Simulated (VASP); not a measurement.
CoO, 2 atoms in the cell. It takes space group Fm-3m (No. 225, cubic). Conventional cell: a = 4.176 Å, b = 4.176 Å, c = 4.176 Å, α = 90.00°, β = 90.00°, γ = 90.00°. Within 2.8 Å of Co (site symmetry m-3m) lie 6 O at 2.09 Å. O (site symmetry m-3m) has 6 Co at 2.09 Å within 2.8 Å. 

* Program: VASP 6.6.1
* Task: single point
* Functional: LDA
* Potentials or basis: VASP PAW LDA potentials, release 64 (Co, O)
* Cutoff: 520 eV
* k mesh: 11 × 11 × 11
* Occupations: fermi-dirac, width 0.05 eV
* Spin: collinear spin, ferromagnetic start
* Starting moments: [2.0, 0.0] μB
* Dipole correction: no
* Further INCAR settings: ALGO = Normal; EDIFF = 1e-06; NBANDS = 18

Potentials or basis: VASP PAW LDA potentials, release 64 (Co, O).

Launch:

```sh
$ cat potpaw_LDA.64/Co/POTCAR potpaw_LDA.64/O/POTCAR > POTCAR
$ mpirun -np 1 vasp_std > vasp.out
```

Hardware: 1 thread of Intel(R) Xeon(R) 6975P-C (Granite Rapids), with other jobs on the host.

Problem. Estimate the wall time of this run.

Solution. It took 22 s on 1 thread of Intel(R) Xeon(R) 6975P-C (Granite Rapids), on a shared host, peak memory 0.15 GiB. Counts: scf iterations 14, k points 56.
